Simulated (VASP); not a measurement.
A run of VASP 6.6.1 is set up as follows.

INCAR

```
SYSTEM = TiW3
ALGO = Fast ; EDIFF = 1E-6
ENCUT = 520 ; GGA = PE
ISIF = 2 ; ISMEAR = 0
LASPH = .TRUE. ; LCHARG = .FALSE.
LREAL = .FALSE. ; LWAVE = .FALSE.
NBANDS = 35 ; NELM = 80
PREC = Accurate ; SIGMA = 0.1
```

The input KPOINTS:

```
k-points
0
G
  6 6 2
  0 0 0
```

The input POSCAR:

```
TiW3
1.0
    2.6789225300      0.0000000000      0.0000000000
   -1.3394612600      2.3200149600      0.0000000000
    0.0000000000      0.0000000000     10.6595097500
Ti W
1 3
Direct
    0.3333333300      0.6666666700      0.0000000000
    0.3333333300      0.6666666700      0.5000000000
    0.6666666700      0.3333333300      0.2500000000
    0.6666666700      0.3333333300      0.7500000000
```

Potentials or basis: VASP PAW PBE potentials, release 64 (Ti_sv, W_sv).

The run is started by

```sh
$ cat potpaw_PBE.64/Ti_sv/POTCAR potpaw_PBE.64/W_sv/POTCAR > POTCAR
$ mpirun -np 1 vasp_std > vasp.out
```

Question: Estimate the largest force.

Answer: 0.578 eV/Å.

Question: Predict the pressure.

Answer: 6.3 GPa.

Stress tensor (GPa, compression positive):
```
 19.65   0.00   0.00
  0.00  19.65   0.00
  0.00   0.00 -20.33
```

Caveat: the k points lie up to 0.45 Å⁻¹ apart, too coarse for converged energies and pressures of a metal.
